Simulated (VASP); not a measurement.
## NaLu: relaxation of volume and atoms at fixed shape with PBEsol

The system is NaLu.

```xyz
4
Lattice="5.1450 0.0000 0.0000 0.0000 5.1450 0.0000 0.0000 0.0000 5.1450" Properties=species:S:1:pos:R:3 pbc="T T T"
Lu    0.0000    0.0000    0.0000
Lu    0.0000    2.5725    2.5725
Na    2.5725    0.0000    2.5725
Na    2.5725    2.5725    0.0000
```

| Item | Value |
| --- | --- |
| Program | VASP 6.6.1 |
| Task | relaxation of volume and atoms at fixed shape |
| Functional | PBEsol |
| Potentials or basis | VASP PAW PBE potentials, release 64 (Lu, Na_pv) |
| Cutoff | 600 eV |
| k mesh | 5 × 5 × 5 |
| Occupations | methfessel-paxton, width 0.1 eV |
| Spin | no spin polarisation |
| Dipole correction | no |
| Further INCAR settings | ALGO = Normal; EDIFF = 1e-06; IBRION = 2; EDIFFG = -0.02; NSW = 80; ISIF = 8 |

```json
{
 "Relaxed volume": "29.94 Å³/atom",
 "Relaxed cell": "a = 4.929 Å, b = 4.929 Å, c = 4.929 Å, α = 90.00°, β = 90.00°, γ = 90.00°",
 "Space group after relaxing (to 0.1 Å)": "P4/mmm (No. 123)",
 "Energy gained by relaxing": "32.2 meV/atom",
 "Ionic steps": "4",
 "Pressure after relaxing": "0.0 GPa",
 "Band gap on the k mesh": "zero (bands 32 and 33 overlap by 0.16 eV)"
}
```

Stress tensor (GPa, compression positive):
```
 1.34  0.00  0.00
 0.00 -0.62  0.00
 0.00  0.00 -0.62
```

The path:
| step | energy change (eV) | largest force (eV/Å) | pressure (GPa) | volume (Å³) |
| --- | --- | --- | --- | --- |
| 1 | 0.0000 | 0.0000 | -2.34 | 136.19 |
| 2 | -0.1054 | 0.0000 | -1.10 | 126.61 |
| 3 | -0.1283 | 0.0000 | -0.22 | 121.06 |
| 4 | -0.1289 | 0.0000 | 0.04 | 119.75 |

Final structure:
```cif
data_structure
_symmetry_space_group_name_H-M 'P 1'
_symmetry_Int_Tables_number 1
_cell_length_a 4.9289
_cell_length_b 4.9289
_cell_length_c 4.9289
_cell_angle_alpha 90.000
_cell_angle_beta 90.000
_cell_angle_gamma 90.000
_cell_volume 119.75
loop_
_atom_site_label
_atom_site_type_symbol
_atom_site_fract_x
_atom_site_fract_y
_atom_site_fract_z
_atom_site_occupancy
Lu1 Lu 0.00000 0.00000 0.00000 1
Lu2 Lu 0.00000 0.50000 0.50000 1
Na1 Na 0.50000 0.00000 0.50000 1
Na2 Na 0.50000 0.50000 0.00000 1
```

Levels at points of the mesh, in eV from the Fermi level:
```csv
k point,band 28,band 29,band 30,band 31,band 32,band 33,band 34,band 35,band 36,band 37
"(0.00, 0.00, 0.00)",-5.84,-5.19,-1.29,-0.71,-0.17,0.27,0.90,0.90,1.72,1.75
```

It took 7.2 min on 1 thread of AMD EPYC 7R43 64-Core Processor (Zen 3) (shared host), peak memory 0.3 GiB.

Caveat: the PAW data sets were made with another functional, which shifts forces and pressure a little; spin-orbit coupling is left out, which moves the levels of the heavy elements.
